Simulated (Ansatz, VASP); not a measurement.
**One calculation of Hf, two programs**

The input INCAR:

```
  PREC = Accurate
  ENCUT = 520
  EDIFF = 1E-8
  ISMEAR = -1
  SIGMA = 0.03
  LREAL = F
  LASPH = T
  NELM = 80
  ALGO = Normal
  ISIF = 2
  LWAVE = F
  LCHARG = F
  GGA = PS
  LEFG = T
  NBANDS = 11
```

Contents of KPOINTS:

```
Automatic mesh
0
Gamma
  16 16 16
```

The input POSCAR:

```
Hf
1.0
    0.0000000000      2.2125751954      2.2125751954
    2.2125751954      0.0000000000      2.2125751954
    2.2125751954      2.2125751954      0.0000000000
Hf
1
Direct
    0.0000000000      0.0000000000      0.0000000000
```

Input for Ansatz:

```yaml
crystal:
  lattice:
    - [0.0, 2.2125751954, 2.2125751954]
    - [2.2125751954, 0.0, 2.2125751954]
    - [2.2125751954, 2.2125751954, 0.0]
  atoms:
    - { symbol: Hf, position: [0.0, 0.0, 0.0] }
kpoints:
  mp_grid: { grid: [16, 16, 16] }
scf:
  occupations: { method: fermi_dirac, width: 0.03 }
hamiltonian:
  xc: pbesol
  pseudopotentials: { kind: all_electron, datasets: crystal }
output:
  forces: true
  stress: true
  eigenvalues: true
  efg: { contact_densities: true }
```

Change from the starting cell: volume scaled by 0.99, crystal datasets.

Alike in both runs: task electric field gradients; functional PBEsol; k mesh 16 × 16 × 16; occupations fermi-dirac, width 0.03 eV; no spin polarisation.

|  | VASP | Ansatz |
| --- | --- | --- |
| version | VASP 6.6.1 | Ansatz 0.2.0 |
| potentials or method | VASP PAW PBE potentials, release 64 (Hf_pv), cutoff 520 eV | all-electron PAW with datasets made for the crystal, scalar-relativistic |

Ansatz gave:

* pressure (GPa): -0.6

Problem. What did VASP give for the same quantities?

Solution. Pressure (GPa): -1.0.

VASP's potentials were made for PBE, not for PBEsol. Ansatz ran all-electron here, and VASP with PAW potentials.

Spin-orbit coupling is off throughout.
